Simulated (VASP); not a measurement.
# In2GaP3 (an interface model) in VASP: single point with revPBE

Aim: the single point of In2GaP3 (an interface model) with revPBE.

Everything below comes from runs of VASP 6.6.1. Logs are shortened: lines on timing, memory, paths and dates and some standing lists are left out, and cuts for length are marked.

## 1. The cell of the first run

The cell holds layers of an interface, 12 atoms: a = 3.833 Å, b = 3.833 Å, c = 20.768 Å, α = 90.00°, β = 90.00°, γ = 120.00°.

## 2. Single point, revPBE

Input file INCAR:

```
SYSTEM = In2GaP3
PREC = Accurate ; ENCUT = 520
EDIFF = 1E-7 ; ISMEAR = -1
SIGMA = 0.05 ; LREAL = .False.
LASPH = .True. ; NELM = 60
ALGO = Normal ; ISIF = 2
LWAVE = .False. ; LCHARG = .True.
GGA = RE ; LELF = .True.
LVHAR = .True. ; NBANDS = 66
```

Input file KPOINTS:

```
Automatic mesh
0
Gamma
  4 4 1
  0 0 0
```

Input file POSCAR:

```
In2GaP3
1.0
    3.8334610000      0.0000000000      0.0000000000
   -1.9167310000      3.3198750000      0.0000000000
    0.0000000000      0.0000000000     20.7676930000
Ga In P
2 4 6
Direct
    0.3262200000      0.6389090000      0.0017110000
    0.6809990000      0.3528680000      0.1510040000
    0.3172400000      0.6640330000      0.3039020000
    0.3396570000      0.6809190000      0.6507710000
    0.6608750000      0.3462120000      0.4796020000
    0.6701520000      0.3550870000      0.8277450000
    0.3397530000      0.6717810000      0.1153230000
    0.3191450000      0.6496170000      0.4315330000
    0.3306360000      0.6600110000      0.7836210000
    0.6517190000      0.3332890000      0.2661330000
    0.6710500000      0.3289050000      0.6090570000
    0.6824700000      0.3343950000      0.9560510000
```

Potentials or basis: VASP PAW PBE potentials, release 64 (Ga_d, In_d, P).

Launch:

```console
$ cat potpaw_PBE.64/Ga_d/POTCAR potpaw_PBE.64/In_d/POTCAR potpaw_PBE.64/P/POTCAR > POTCAR
$ mpirun -np 1 vasp_std > vasp.out
```

OUTCAR:

```text
SYSTEM = In2GaP3
   PREC = Accurate
   ENCUT = 520
   EDIFF = 1E-7
   ISMEAR = -1
   LREAL = .False.
   LASPH = .True.
   NELM = 60
   ISIF = 2
   GGA = RE

 ion  position               nearest neighbor table
   1  0.326  0.639  0.002-  12 2.34   7 2.36  12 2.39  12 2.50
   2  0.681  0.353  0.151-   7 2.31   7 2.31   7 2.38  10 2.39
   3  0.317  0.664  0.304-  10 2.34  10 2.34  10 2.36   8 2.65
   4  0.340  0.681  0.651-  11 2.32  11 2.38  11 2.43   9 2.76
   5  0.661  0.346  0.480-   8 2.36   8 2.40   8 2.52  11 2.69
   6  0.670  0.355  0.828-   9 2.33   9 2.38   9 2.48  12 2.67
   7  0.340  0.672  0.115-   2 2.31   2 2.31   1 2.36   2 2.38
   8  0.319  0.650  0.432-   5 2.36   5 2.40   5 2.52   3 2.65
   9  0.331  0.660  0.784-   6 2.33   6 2.38   6 2.48   4 2.76
  10  0.652  0.333  0.266-   3 2.34   3 2.34   3 2.36   2 2.39
  11  0.671  0.329  0.609-   4 2.32   4 2.38   4 2.43   5 2.69
  12  0.682  0.334  0.956-   1 2.34   1 2.39   1 2.50   6 2.67

  LATTYP: Found a hexagonal cell.
 ALAT       =     3.8334610000
 C/A-ratio  =     5.4174786179

  Lattice vectors:

 A1 = (   3.8334610000,   0.0000000000,   0.0000000000)
 A2 = (  -1.9167310000,   3.3198750000,   0.0000000000)
 A3 = (   0.0000000000,   0.0000000000,  20.7676930000)

Analysis of symmetry for initial positions (statically):
=====================================================================
 Subroutine PRICEL returns:
 Original cell was already a primitive cell.

 Routine SETGRP: Setting up the symmetry group for a
 hexagonal supercell.

 Subroutine GETGRP returns: Found  1 space group operations
 (whereof  1 operations were pure point group operations)
 out of a pool of 24 trial point group operations.

The static configuration has the point symmetry C_1 .

Analysis of symmetry for dynamics (positions and initial velocities):
=====================================================================
 Subroutine PRICEL returns:
 Original cell was already a primitive cell.

 Routine SETGRP: Setting up the symmetry group for a
 hexagonal supercell.

 Subroutine GETGRP returns: Found  1 space group operations
 (whereof  1 operations were pure point group operations)
 out of a pool of 24 trial point group operations.

The dynamic configuration has the point symmetry C_1 .

 Subroutine INISYM returns: Found  1 space group operations
 (whereof  1 operations are pure point group operations),
 and found     1 'primitive' translations

----------------------------------------------------------------------------------------

                                     Primitive cell

  volume of cell :     264.3024

  direct lattice vectors                    reciprocal lattice vectors
     3.833461000  0.000000000  0.000000000     0.260860877  0.150608119  0.000000000
    -1.916731000  3.319875000  0.000000000     0.000000000  0.301216160  0.000000000
     0.000000000  0.000000000 20.767693000     0.000000000  0.000000000  0.048151713

  length of vectors
     3.833461000  3.833461587 20.767693000     0.301216206  0.301216160  0.048151713

  position of ions in fractional coordinates (direct lattice)
     0.326220000  0.638909000  0.001711000
     0.680999000  0.352868000  0.151004000
     0.317240000  0.664033000  0.303902000
     0.339657000  0.680919000  0.650771000
     0.660875000  0.346212000  0.479602000
     0.670152000  0.355087000  0.827745000
     0.339753000  0.671781000  0.115323000
     0.319145000  0.649617000  0.431533000
     0.330636000  0.660011000  0.783621000
     0.651719000  0.333289000  0.266133000
     0.671050000  0.328905000  0.609057000
     0.682470000  0.334395000  0.956051000

  ion indices of the primitive-cell ions
   primitive index   ion index
                 1           1
                 2           2
                 3           3
                 4           4
                 5           5
                 6           6
                 7           7
                 8           8
                 9           9
                10          10
                11          11
                12          12

----------------------------------------------------------------------------------------

 KPOINTS: Automatic mesh

Automatic generation of k-mesh.
 Grid dimensions read from file:
 generate k-points for:    4    4    1

 Generating k-lattice:

  Cartesian coordinates                     Fractional coordinates (reciprocal lattice)
     0.065215219  0.037652030  0.000000000     0.250000000  0.000000000  0.000000000
     0.000000000  0.075304040  0.000000000     0.000000000  0.250000000  0.000000000
     0.000000000  0.000000000  0.048151713     0.000000000  0.000000000  1.000000000

  Length of vectors
     0.075304052  0.075304040  0.048151713

  Shift w.r.t. Gamma in fractional coordinates (k-lattice)
     0.000000000  0.000000000  0.000000000

 Subroutine IBZKPT returns following result:
 ===========================================

 Found     10 irreducible k-points:

 Following reciprocal coordinates:
            Coordinates               Weight
  0.000000  0.000000  0.000000      1.000000
  0.250000 -0.000000  0.000000      2.000000
  0.000000  0.250000  0.000000      2.000000
 -0.250000  0.250000  0.000000      2.000000
  0.500000 -0.000000  0.000000      1.000000
  0.000000  0.500000  0.000000      1.000000
  0.500000  0.500000  0.000000      1.000000
  0.250000  0.250000  0.000000      2.000000
 -0.250000  0.500000  0.000000      2.000000
  0.500000  0.250000  0.000000      2.000000
   k-points           NKPTS =     10   k-points in BZ     NKDIM =     10   number of bands    NBANDS=     66
   number of dos      NEDOS =    301   number of ions     NIONS =     12
   total plane-waves  NPLWV = 144000
   dimension x,y,z NGX =    30 NGY =   30 NGZ =  160
   dimension x,y,z NGXF=    60 NGYF=   60 NGZF=  320
   ions per type =               2   4   6
   NGX,Y,Z   is equivalent  to a cutoff of  13.01, 13.01, 12.81 a.u.
   NGXF,Y,Z  is equivalent  to a cutoff of  26.02, 26.02, 25.62 a.u.
 SYSTEM =  In2GaP3
   PREC   = accura    normal or accurate (medium, high low for compatibility)
   ISTART =      0    job   : 0-new  1-cont  2-samecut
   ICHARG =      2    charge: 1-file 2-atom 10-const
   ISPIN  =      1    spin polarized calculation?
   LNONCOLLINEAR =      F non collinear calculations
   LSORBIT =      F    spin-orbit coupling
   LASPH  =      T    aspherical Exc in radial PAW
   ENCUT  =  520.0 eV  38.22 Ry    6.18 a.u.   7.13  7.13 38.61*2*pi/ulx,y,z
   NELM   =     60;   NELMIN=  2; NELMDL= -5     # of ELM steps
   EDIFF  = 0.1E-06   stopping-criterion for ELM
   LREAL  =      F    real-space projection
   EDIFFG = 0.1E-05   stopping-criterion for IOM
   NSW    =      0    number of steps for IOM
   IBRION =     -1    ionic relax: 0-MD 1-quasi-New 2-CG
   NFREE  =      0    steps in history (QN), initial steepest desc. (CG)
   ISIF   =      2    stress and relaxation
   ISYM   =      2    0-nonsym 1-usesym 2-fastsym
   POTIM  = 0.5000    time-step for ionic-motion
   TEBEG  =    0.0;   TEEND  =   0.0 temperature during run
   PSTRESS=    0.0 pullay stress
   NELECT =     108.0000    total number of electrons
   NUPDOWN=      -1.0000    fix difference up-down
   EMIN   =  10.00;   EMAX   =-10.00  energy-range for DOS
   EFERMI =   0.00;   METHOD = LEGACY
   ISMEAR =    -1;   SIGMA  =   0.05  broadening in eV -4-tet -1-fermi 0-gaus
   EFERMI_NEDOS =   21; number of points for ismear=-14 and -15
   IALGO  =     38    algorithm
   IMIX   =      4    mixing-type and parameters
     AMIX     =   0.40;   BMIX     =  1.00
     AMIX_MAG =   1.60;   BMIX_MAG =  1.00
  volume/ion in A,a.u.               =      22.03       148.63
  Fermi-wavevector in a.u.,A,eV,Ry     =   1.214831  2.295697 20.079661  1.475813
  Thomas-Fermi vector in A             =   2.350238
   LORBIT       =      0    0 simple, 1 ext, 2 COOP (PROOUT), +10 PAW based schemes
   GGA     = RE    functional components
   LHFCALC =     F    Hartree Fock is set to
   AEXX    =    0.0000 exact exchange contribution
   IVDW    =     0    specifies the selected vdW correction
   LEPSILON=     F    determine dielectric tensor
   LRPA    =     F    only Hartree local field effects (RPA)
 non-spin polarized calculation
  energy-cutoff  :      520.00
  volume of cell :      264.30
 maximum number of plane-waves:      7139
 NGX is ok and might be reduce to    30
   NGX = 15   NGY = 15   NGZ = 77

 number of electron     108.0000012 magnetization

 Free energy of the ion-electron system (eV)
  ---------------------------------------------------
  ext. energy  EPLUGINS =         0.00000000
  ---------------------------------------------------
  free energy    TOTEN  =       -45.00291338 eV

  energy without entropy =      -45.00190892  energy(sigma->0) =      -45.00241115

 E-fermi :   6.6846     XC(G=0):  -9.6134

 val. band max:        6.4765530105   @ k =   0.0000   0.0000   0.0000
 cond. band min:       6.8926782600   @ k =   0.0000   0.0000   0.0000
 fundamental gap:      0.4161252495
 Fermi energy:         6.6846396932

 k-point     1 :       0.0000    0.0000    0.0000
  band No.  band energies     occupation
      1      -9.2356      2.00000
      2      -9.1568      2.00000
      3      -9.1497      2.00000
      4      -9.0975      2.00000
      5      -9.0825      2.00000
      6      -9.0808      2.00000
[... 58 lines left out ...]
     65      10.2217      0.00000
     66      10.4537      0.00000

 k-point     2 :       0.2500   -0.0000    0.0000
  band No.  band energies     occupation
      1      -9.2961      2.00000
      2      -9.2140      2.00000
      3      -9.1329      2.00000
      4      -9.1254      2.00000
      5      -9.0752      2.00000
      6      -9.0645      2.00000
[... 610 lines left out ...]
     65      11.1342      0.00000
     66      11.3089      0.00000

------------------------ aborting loop because EDIFF is reached ----------------------------------------

  FORCE on cell =-STRESS in cart. coord.  units (eV):
  Direction    XX          YY          ZZ          XY          YZ          ZX
  --------------------------------------------------------------------------------------
  -------------------------------------------------------------------------------------
  Total       32.8894684     28.2046261      1.5402982     -0.1599793     -2.1056310      1.1763968
  in kB      199.3730259    170.9739293      9.3371503     -0.9697802    -12.7641476      7.1312127
  external PRESSURE =     126.5613685 kB  Pullay stress =       0.0000000 kB

 VOLUME and BASIS-vectors are now :
 -----------------------------------------------------------------------------
  energy-cutoff  :      520.00
  volume of cell :      264.30
      direct lattice vectors                 reciprocal lattice vectors
     3.833461000  0.000000000  0.000000000     0.260860877  0.150608119  0.000000000
    -1.916731000  3.319875000  0.000000000     0.000000000  0.301216160  0.000000000
     0.000000000  0.000000000 20.767693000     0.000000000  0.000000000  0.048151713

 POSITION                                       TOTAL-FORCE (eV/Angst)
 -----------------------------------------------------------------------------------
      0.02593      2.12110      0.03553         0.297820      0.667656     -1.141291
      1.93423      1.17148      3.13600        -0.075463     -0.494782      0.289495
     -0.05665      2.20451      6.31134         0.008140      0.106022      2.185726
     -0.00308      2.26057     13.51501         0.339911     -0.955337      2.098307
      1.86984      1.14938      9.96023         0.384750     -0.994719      1.133757
      1.88840      1.17884     17.19035         0.526826     -1.079484      1.540956
      0.01481      2.23023      2.39499         0.034985      0.420657     -0.228196
     -0.02171      2.15665      8.96194        -0.361063      1.002151     -0.909588
      0.00242      2.19115     16.27400        -0.489814      1.111342     -1.869620
      1.85951      1.10648      5.52697         0.064946     -0.110352     -1.679406
      1.94202      1.09192     12.64871        -0.370925      0.942538     -1.865850
      1.97528      1.11015     19.85497        -0.360113     -0.615691      0.445709
 -----------------------------------------------------------------------------------
    total drift:                               -0.000132      0.000510      0.000737

  FREE ENERGIE OF THE ION-ELECTRON SYSTEM (eV)
  ---------------------------------------------------
  free  energy   TOTEN  =       -45.0029133819 eV

  energy  without entropy=      -45.0019089189  energy(sigma->0) =      -45.00241115
```

It took 4.6 min on 1 thread of AMD EPYC 7R13 (Zen 3), shared host; peak memory 0.43 GiB.

What came out:

```yaml
Free_energy: -45.0029 eV
Pressure: 12.7 GPa
Largest_force: 2.330 eV/Å
Band_gap_on_the_k_mesh: 0.42 eV, direct
```

Forces on the atoms (eV/Å):
```
Ga   0.298  0.668 -1.141
Ga  -0.075 -0.495  0.289
In   0.008  0.106  2.186
In   0.340 -0.955  2.098
In   0.385 -0.995  1.134
In   0.527 -1.079  1.541
P    0.035  0.421 -0.228
P   -0.361  1.002 -0.910
P   -0.490  1.111 -1.870
P    0.065 -0.110 -1.679
P   -0.371  0.943 -1.866
P   -0.360 -0.616  0.446
```

Stress tensor (GPa, compression positive):
```
19.94 -0.10  0.71
-0.10 17.10 -1.28
 0.71 -1.28  0.93
```

Levels at points of the mesh, in eV from the valence-band top:
| k point | band 51 | band 52 | band 53 | band 54 | band 55 | band 56 | band 57 | band 58 |
| --- | --- | --- | --- | --- | --- | --- | --- | --- |
| (0.00, 0.00, 0.00) | -0.37 | -0.33 | -0.27 | 0.00 | 0.42 | 0.90 | 1.98 | 2.21 |
| (0.50, 0.00, 0.00) | -2.33 | -1.97 | -1.86 | -1.50 | 0.79 | 0.83 | 1.08 | 1.69 |
| (0.00, 0.50, 0.00) | -2.21 | -2.11 | -1.95 | -1.62 | 0.73 | 0.78 | 1.00 | 1.65 |
| (0.50, 0.50, 0.00) | -2.29 | -1.98 | -1.88 | -1.51 | 0.74 | 0.87 | 1.06 | 1.70 |

Caveat: the k points lie up to 0.47 Å⁻¹ apart; the PAW data sets were made with another functional, which shifts forces and pressure a little; spin-orbit coupling is left out, which moves the levels of the heavy elements.
